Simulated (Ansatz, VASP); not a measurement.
One calculation of K, two programs

File INCAR:

```
  PREC = Accurate
  ENCUT = 520
  EDIFF = 1E-6
  ISMEAR = 0
  SIGMA = 0.15
  LREAL = False
  LASPH = True
  NELM = 60
  ALGO = Fast
  ISIF = 2
  LWAVE = False
  LCHARG = False
  GGA = PS
  NBANDS = 10
```

File KPOINTS:

```
regular mesh
0
Gamma
  14 14 14
```

Contents of POSCAR:

```
K
1.0
   -2.6180000000      2.6310900000      2.6180000000
    2.6180000000     -2.6310900000      2.6180000000
    2.6180000000      2.6310900000     -2.6180000000
K
1
Direct
    0.0000000000      0.0000000000      0.0000000000
```

Input for Ansatz:

```yaml
crystal:
  lattice:
    - [-2.618, 2.63109, 2.618]
    - [2.618, -2.63109, 2.618]
    - [2.618, 2.63109, -2.618]
  atoms:
    - { symbol: K, position: [0.0, 0.0, 0.0] }
basis:
  ecutwfc: 420
kpoints:
  mp_grid: { grid: [14, 14, 14] }
hamiltonian:
  xc: pbesol
scf:
  occupations: { method: gaussian, width: 0.15 }
output:
  forces: true
  stress: true
  eigenvalues: true
```

Change from the starting cell: strain +0.0050 x Voigt [0, 1, 0, 0, 0, 0], atoms carried along.

Alike in both runs: task single point; functional PBEsol; k mesh 14 × 14 × 14; occupations gaussian, width 0.15 eV; no spin polarisation.

|  | VASP | Ansatz |
| --- | --- | --- |
| version | VASP 6.6.1 | Ansatz 0.2.0 |
| potentials or method | VASP PAW PBE potentials, release 64 (K_sv), cutoff 520 eV | scalar-relativistic, plane waves, PAW |
| valence electrons in the cell | 9 | 9 |

|  | VASP | Ansatz | Ansatz less VASP |
| --- | --- | --- | --- |
| gap on the k mesh at the Fermi level (eV) | none | none | - |
| pressure (GPa) | -0.1 | -0.1 | +0.01 |

VASP's potentials were made for PBE, not for PBEsol. A gap of «none» marks a metal or a gap that the smearing closes.
